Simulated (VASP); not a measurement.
Crystal: B4As3N.

```xyz
8
Lattice="-2.2610 2.2610 4.4493 2.2610 -2.2610 4.4493 2.2610 2.2610 -4.4493" Properties=species:S:1:pos:R:3 pbc="T T T"
N     0.0000    0.0000    0.0000
B     1.3430    1.3430    3.4595
B    -1.3430    1.3430    5.4390
B     0.9180    0.9180   -0.9897
B     1.3430   -1.3430    5.4390
As    2.2610    0.0000    2.2246
As    0.0000    0.0000    4.4493
As    0.0000    2.2610    2.2246
```

Base run:

- Program: VASP 6.6.1
- Functional: PBE
- Potentials or basis: VASP PAW PBE potentials, release 64 (N, B, As)
- Cutoff: 520 eV
- k mesh: 8 × 8 × 8
- Occupations: fermi-dirac, width 0.02 eV
- Spin: no spin polarisation

Its results: band gap on the k mesh 1.23 eV, direct; pressure 2.8 GPa; largest force 0.216 eV/Å.

Question: The run is repeated on the same cell with these changes: functional from PBE to r2SCAN; occupations from fermi-dirac, width 0.02 eV to gaussian, width 0.01 eV. What comes out?

Answer: Band gap on the k mesh 1.52 eV, indirect (least direct gap 1.53 eV); pressure 0.4 GPa; largest force 0.010 eV/Å.

Caveats: the PAW data sets were made with another functional, which shifts forces and pressure a little (some runs).

A k mesh can miss the band edges.
